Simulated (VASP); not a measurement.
Write the native input for VASP 6.6.1 that does the following.

- Task: relaxation of the atoms
- Functional: PBE
- Potentials or basis: VASP PAW PBE potentials, release 64 (Si)
- Cutoff: 520 eV
- k mesh: 2 × 2 × 2
- Occupations: fermi-dirac, width 0.02 eV
- Spin: no spin polarisation
- Dipole correction: no
- Further INCAR settings: LREAL = Auto; ALGO = Normal; EDIFF = 1e-06; IBRION = 2; EDIFFG = -0.08; NSW = 45

The structure of Si (a cell with a defect) lies in POSCAR:

```
Si
1.0
    0.0000000000      5.4300000000      5.4300000000
    5.4300000000      0.0000000000      5.4300000000
    5.4300000000      5.4300000000      0.0000000000
Si
17
Direct
    0.0000000000      0.0000000000      0.0000000000
    0.1250000000      0.1250000000      0.1250000000
    0.0000000000      0.0000000000      0.5000000000
    0.1250000000      0.1250000000      0.6250000000
    0.0000000000      0.5000000000      0.0000000000
    0.1250000000      0.6250000000      0.1250000000
    0.0000000000      0.5000000000      0.5000000000
    0.1250000000      0.6250000000      0.6250000000
    0.5000000000      0.0000000000      0.0000000000
    0.6250000000      0.1250000000      0.1250000000
    0.5000000000      0.0000000000      0.5000000000
    0.6250000000      0.1250000000      0.6250000000
    0.5000000000      0.5000000000      0.0000000000
    0.6250000000      0.6250000000      0.1250000000
    0.5000000000      0.5000000000      0.5000000000
    0.6250000000      0.6250000000      0.6250000000
    0.0559187000      0.3101026000      0.8191540000
```

The input as run:

INCAR

```
SYSTEM = Si
  PREC = Accurate
  ENCUT = 520
  EDIFF = 1E-6
  ISMEAR = -1
  SIGMA = 0.02
  LREAL = Auto
  LASPH = .TRUE.
  NELM = 80
  ALGO = Normal
  ISIF = 2
  LWAVE = .FALSE.
  LCHARG = .FALSE.
  GGA = PE
  IBRION = 2
  NSW = 45
  EDIFFG = -0.08
```

KPOINTS

```
regular mesh
0
G
  2 2 2
  0 0 0
```

Potentials or basis: VASP PAW PBE potentials, release 64 (Si).

The run is started by

```bash
$ cat potpaw_PBE.64/Si/POTCAR > POTCAR
$ mpirun -np 1 vasp_std > vasp.out
```

Results of the run:

```json
{
  "Energy gained by relaxing": "56.4 meV/atom",
  "Ionic steps": "15",
  "Pressure after relaxing": "4.8 GPa",
  "Largest force after relaxing": "0.065 eV/Å"
}
```

Caveat: the k points lie up to 0.50 Å⁻¹ apart; the relaxation stopped at a loose force limit of 0.08 eV/Å, so its end isn't a converged minimum.

Run time: 33 min on 1 thread of Oxide Virtual Turin-like Processor (shared host), peak memory 0.5 GiB.
